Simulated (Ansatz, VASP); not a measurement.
**ZnRuC4N4 in VASP and in Ansatz**

```
CELL_PARAMETERS angstrom
5.89248 0.00000 0.00000
0.00000 5.89248 0.00000
0.00000 0.00000 5.89248
ATOMIC_POSITIONS crystal
Zn 0.50000 0.50000 0.50000
Ru 0.00000 0.00000 0.00000
C 0.19282 0.19282 0.19282
C 0.19282 0.80718 0.80718
C 0.80718 0.19282 0.80718
C 0.80718 0.80718 0.19282
N 0.30790 0.30790 0.30790
N 0.30790 0.69210 0.69210
N 0.69210 0.30790 0.69210
N 0.69210 0.69210 0.30790
```

Alike in both runs: functional PBE; k mesh 4 × 4 × 4; occupations gaussian, width 0.1 eV; collinear spin.

Ansatz relaxed the structure, and its values are those at the end. VASP's run is a single point on that final structure, the one shown.

|  | VASP | Ansatz |
| --- | --- | --- |
| version | VASP 6.6.1 | Ansatz 0.2.0 |
| potentials or method | VASP PAW PBE potentials, release 64 (Zn, Ru_pv, C, N), cutoff 520 eV | scalar-relativistic, plane waves, PAW |
| valence electrons in the cell | 62 | 64 |

|  | VASP | Ansatz | Ansatz less VASP |
| --- | --- | --- | --- |
| gap on the k mesh at the Fermi level (eV) | none | none | - |
| pressure (GPa) | 0.4 | 0.1 | -0.37 |
| rms of the force components (eV/Å) | 0.163 | 0.009 | -0.1534 |
| net moment per atom (μB) | 0.20 | 0.20 | 0.000 |
| size of the moment on the site where the two differ most (μB) | 0.96 | 0.66 | -0.301 |

Site moments also hang on the region over which each program counts them. A gap of «none» marks a metal or a gap that the smearing closes. One of these differences is far larger than is usual between the two programs; its cause wasn't traced. With one functional, cell and mesh, what is left measures potentials, basis and numerics. VASP's potentials hold 62 valence electrons a cell and Ansatz's 64, so a difference there can come from the potentials and not from the codes.

Noted on VASP's run: the standard files for N, O and F lose accuracy on very short bonds.
